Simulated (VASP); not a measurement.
# Si13O24 (a cell with a defect) in VASP: further runs, part 2 of 3

VASP 6.6.1.

### 3 Single point, PBE

File INCAR:

```
SYSTEM = Si13O24
PREC = Accurate
ENCUT = 520
EDIFF = 1E-6
ISMEAR = -1
SIGMA = 0.05
LREAL = Auto
LASPH = .True.
NELM = 100
ALGO = Normal
ISIF = 2
LWAVE = .False.
LCHARG = .False.
GGA = PE
NBANDS = 122
```

File KPOINTS:

```
Automatic mesh
0
Gamma
  2 2 1
  0 0 0
```

File POSCAR:

```
Si13O24
1.0
   -2.3125000000      4.0053670000      5.2160000000
    4.6250000000      0.0000000000      5.2160000000
    4.6250000000      8.0107350000      0.0000000000
Si O
13 24
Direct
    0.9262678758      0.3888970015      0.0520747743
    0.5598193820      0.0958938082      0.9782645315
   -0.0149110844      0.0144509617      0.3200610637
    0.9373164755      0.3941444140      0.5690867967
    0.5466501874      0.1432079414      0.4507658010
    0.0028947903     -0.0159124284      0.7950463100
    0.4356426951      0.9048097589      0.2986980752
    0.0364288357      0.6272406429      0.2524224236
    0.4899835797      0.4989543037      0.5559834321
    0.4802631827      0.9194492406      0.7767039724
    0.0302990446      0.6734394523      0.7161316916
    0.4704876609      0.5370660201      0.0361669996
    0.2020035333      0.6650401784      0.9132372640
    0.0578179549      0.1576344991      0.1347339378
    0.9711163851      0.6023882161      0.0994943008
    0.2865433431      0.6052127919      0.1927399608
    0.4278329666      0.3033403463      1.0272680290
    0.5004838833      0.8986342148      0.1186131322
    0.1887463431      0.9189607121      0.3868935405
    0.0493039454      0.1858954411      0.6774808559
    0.9693129335      0.6173626800      0.5663208137
    0.3072059246      0.6182158545      0.6753222429
    0.4054364123      0.3477077595      0.5105996358
    0.4960306525      0.9277806972      0.5876508452
    0.2378360076      0.9383526427      0.8675707665
    0.5491756322      0.6730636316      0.3768755358
    0.4599997956      0.1243368608      0.3057062802
    0.7857562702      0.1559423494      0.4019303803
    0.8925890119      0.8474991783      0.2836385709
    0.0235499080      0.3898511656      0.3824210857
    0.6928815835      0.3809297662      0.6336191336
    0.6312077640      0.7004256716      0.8672214537
    0.5064173824      0.1128885991      0.8137471191
    0.8102361809      0.0391694940      0.9442837316
    0.9222478181      0.9094814764      0.6745397300
    0.0019731232      0.4523021836      0.8557762699
    0.6756394243      0.4209863426      0.1244225587
```

Potentials or basis: VASP PAW PBE potentials, release 64 (Si, O).

The run is started by

```bash
> cat potpaw_PBE.64/Si/POTCAR potpaw_PBE.64/O/POTCAR > POTCAR
> mpirun -np 1 vasp_std > vasp.out
```

OUTCAR:

```text
SYSTEM = Si13O24
   PREC = Accurate
   ENCUT = 520
   EDIFF = 1E-6
   ISMEAR = -1
   LREAL = Auto
   LASPH = .True.
   NELM = 100
   ISIF = 2
   GGA = PE

 ion  position               nearest neighbor table
   1  0.926  0.389  0.052-  37 1.62  14 1.63  36 1.66  15 1.83  13 2.88   3 2.96  12 3.03  11 3.08

   2  0.560  0.096  0.978-  17 1.55  34 1.60  18 1.61  33 1.64   7 2.79  10 2.82   6 2.96  12 3.12

   3  0.985  0.014  0.320-  28 1.53  19 1.58  29 1.67  14 1.68   5 2.83   8 2.85   7 2.92   1 2.96
[... 31 lines left out ...]
  24  0.496  0.928  0.588-   5 1.67  10 1.70
  25  0.238  0.938  0.868-  10 1.60   6 1.86  13 1.89
  26  0.549  0.673  0.377-   7 1.58   9 1.71
  27  0.460  0.124  0.306-   7 1.62   5 1.70
  28  0.786  0.156  0.402-   3 1.53   5 1.60
  29  0.893  0.847  0.284-   8 1.58   3 1.67
  30  0.024  0.390  0.382-   4 1.64   8 1.70
  31  0.693  0.381  0.634-   4 1.63   9 1.64
  32  0.631  0.700  0.867-  10 1.67  12 1.88
  33  0.506  0.113  0.814-  10 1.58   2 1.64
  34  0.810  0.039  0.944-   2 1.60   6 1.62
  35  0.922  0.909  0.675-  11 1.53   6 1.68
[... 262 lines left out ...]
 Fermi energy:         6.5020515325

 k-point     1 :       0.0000    0.0000    0.0000
  band No.  band energies     occupation
      1     -16.6974      2.00000
      2     -16.1756      2.00000
      3     -15.8794      2.00000
      4     -15.7157      2.00000
      5     -15.5216      2.00000
      6     -15.4305      2.00000
[... 441 lines left out ...]
    109      12.1909      0.00000
    110      12.2496      0.00000
 [bands above 110 left out]

------------------------ aborting loop because EDIFF is reached ----------------------------------------

  FORCE on cell =-STRESS in cart. coord.  units (eV):
  Direction    XX          YY          ZZ          XY          YZ          ZX
  --------------------------------------------------------------------------------------
  -------------------------------------------------------------------------------------
  Total       44.9232583     21.6539897     38.3793684     -5.4378665     -4.6173780      0.6796938
  in kB      186.2216472     89.7628928    159.0950761    -22.5417412    -19.1405469      2.8175540
  external PRESSURE =     145.0265387 kB  Pullay stress =       0.0000000 kB

 VOLUME and BASIS-vectors are now :
 -----------------------------------------------------------------------------
  energy-cutoff  :      520.00
  volume of cell :      386.50
      direct lattice vectors                 reciprocal lattice vectors
    -2.312500000  4.005367000  5.216000000    -0.108108111  0.062416247  0.095858899
     4.625000000  0.000000000  5.216000000     0.108108111 -0.062416247  0.095858893
     4.625000000  8.010735000  0.000000000     0.054054049  0.093624371 -0.047929443

 POSITION                                       TOTAL-FORCE (eV/Angst)
 -----------------------------------------------------------------------------------
     -0.10250      4.12720      6.85990         0.900734      0.004290      0.399159
      3.67340     10.07890      3.42020        -1.521111     -0.718898     -0.344067
     -0.73090      6.50957      5.21360        -3.414369     -1.833040      1.173061
      2.28740      8.31310      6.94490         0.355110     -0.718040      0.435438
      1.48300      5.80050      3.59830        -1.340521     -2.409529     -2.693916
      8.22180      6.38050      5.14810         0.006185      1.723897     -2.311757
[... 29 lines left out ...]
      6.04530      6.86330      2.36950         0.417962      1.741806     -0.506685
      0.96010      3.70290      5.72000        -0.259047     -0.878690      0.181082
 -----------------------------------------------------------------------------------
    total drift:                                0.001360      0.003498      0.001090

  FREE ENERGIE OF THE ION-ELECTRON SYSTEM (eV)
  ---------------------------------------------------
  free  energy   TOTEN  =      -275.9357128227 eV

  energy  without entropy=     -275.9357128226  energy(sigma->0) =     -275.93571282
```

It took 4.2 min on 1 thread of Intel Xeon Platinum 8488C (Sapphire Rapids), shared host; peak memory 0.49 GiB.

Results:

* Free energy: -275.9357 eV
* Pressure: 14.5 GPa
* Largest force: 5.189 eV/Å
* Band gap on the k mesh: 3.32 eV

Forces in eV/Å, atoms in the order of the input:
```
Si   0.901  0.004  0.399
Si  -1.521 -0.719 -0.344
Si  -3.414 -1.833  1.173
Si   0.355 -0.718  0.435
Si  -1.341 -2.410 -2.694
Si   0.006  1.724 -2.312
Si   0.782  0.059 -0.356
Si  -2.773  0.918 -2.524
Si  -1.248 -0.733  3.362
Si  -2.742  0.035  0.393
Si  -4.482  0.420 -2.580
Si  -2.017  0.274 -0.043
Si   0.549 -0.449  0.049
O    0.820 -0.509  0.461
O   -1.499 -0.160 -0.616
O    0.504  0.198  0.628
O    2.217  0.074  2.393
O   -0.471 -1.121 -0.244
O    0.375 -0.227 -0.668
O    0.371 -1.456  4.099
O    0.295  2.249 -0.030
O    1.913 -0.457 -1.219
O    0.177 -0.297 -0.873
O    1.086  1.847  1.529
O    1.319 -0.698 -2.715
O   -0.649  3.369 -1.268
O    0.353  2.909  1.057
O    3.023  0.327 -0.849
O    0.473  0.578  0.644
O    1.209 -1.050  1.314
O    0.916 -1.274  0.580
O    1.154 -0.672 -1.951
O    0.570  0.247  0.900
O   -0.163  0.660  1.186
O    2.792 -1.973  1.009
O    0.418  1.742 -0.507
O   -0.259 -0.879  0.181
```

Caveat: the k points lie up to 0.74 Å⁻¹ apart; the atoms stand as in a frame of molecular dynamics.

(Part 2 of 3 ends here.)
